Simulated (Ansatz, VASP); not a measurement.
One calculation of MoS2, two programs

The input POSCAR:

```
MoS2
1.0
    3.1845414560      0.0000000000      0.0000000000
   -1.5922707280      2.7578938003      0.0000000000
    0.0000000000      0.0000000000     21.6705347200
Mo S
2 4
Direct
    0.3333333333      0.6666666667      0.8511602300
    0.6666666667      0.3333333333      0.1488397700
    0.6666666667      0.3333333333      0.7796253900
    0.3333333333      0.6666666667      0.0772510000
    0.6666666667      0.3333333333      0.9227490000
    0.3333333333      0.6666666667      0.2203746100
```

The input INCAR.step1:

```
  PREC = Accurate
  ENCUT = 600
  ISMEAR = -1
  SIGMA = 0.05
  LREAL = F
  LASPH = T
  NELM = 60
  GGA = PE
  ALGO = Normal
  EDIFF = 1E-4
  LWAVE = T
  LCHARG = F
```

Contents of INCAR.step2:

```
  PREC = Accurate
  ENCUT = 600
  EDIFF = 1E-6
  ISMEAR = -1
  SIGMA = 0.05
  LREAL = F
  LASPH = T
  NELM = 60
  ALGO = Normal
  ISIF = 3
  LWAVE = F
  LCHARG = F
  METAGGA = R2SCAN
  LMIXTAU = T
  IBRION = 2
  NSW = 60
  EDIFFG = -0.01
  ISTART = 1
```

The input KPOINTS:

```
Automatic mesh
0
Gamma
  10 10 2
```

Contents of input.yaml:

```yaml
crystal:
  lattice:
    - [3.184541456, 0.0, 0.0]
    - [-1.592270728, 2.7578938003, 0.0]
    - [0.0, 0.0, 21.67053472]
  atoms:
    - { symbol: Mo, position: [0.3333333333, 0.6666666667, 0.85116023] }
    - { symbol: Mo, position: [0.6666666667, 0.3333333333, 0.14883977] }
    - { symbol: S, position: [0.6666666667, 0.3333333333, 0.77962539] }
    - { symbol: S, position: [0.3333333333, 0.6666666667, 0.077251] }
    - { symbol: S, position: [0.6666666667, 0.3333333333, 0.922749] }
    - { symbol: S, position: [0.3333333333, 0.6666666667, 0.22037461] }
hamiltonian:
  xc: r2scan
  pseudopotentials: { kind: paw }
kpoints:
  mp_grid: { grid: [10, 10, 2] }
scf:
  occupations: { method: fermi_dirac, width: 0.05 }
output:
  forces: true
  stress: true
  eigenvalues: true
  write_density: true
  write_potential: true
  elf: true
  volumetric_format: npy
relax:
  f_tol: 0.01
  max_steps: 40
  cell: { stress_tol: 0.05 }
```

Alike in both runs: task relaxation of cell and atoms; functional r2SCAN; k mesh 10 × 10 × 2; occupations fermi-dirac, width 0.05 eV; no spin polarisation.

|  | VASP | Ansatz |
| --- | --- | --- |
| version | VASP 6.6.1 | Ansatz 0.2.0 |
| potentials or method | VASP PAW PBE potentials, release 64 (Mo_sv, S) | Ansatz PAW |
| plane-wave cutoff (eV) | 600 | 500 |
| valence electrons in the cell | 52 | 52 |

|  | VASP | Ansatz | Ansatz less VASP |
| --- | --- | --- | --- |
| gap on the k mesh at the Fermi level, each at its own relaxed structure (eV) | 1.49 | 1.49 | +0.007 |
| relaxed volume (Å³/atom) | 31.75 | 31.75 | -0.006 |
| relaxed length of the cell vector where the two differ most in proportion (Å) | 21.683 | 21.696 | +0.0129 |

VASP's potentials were made for PBE, not for r2SCAN.

Noted on Ansatz's run: the plane-wave basis is chosen anew once the cell has moved, so the energies of steps on either side of that aren't comparable.
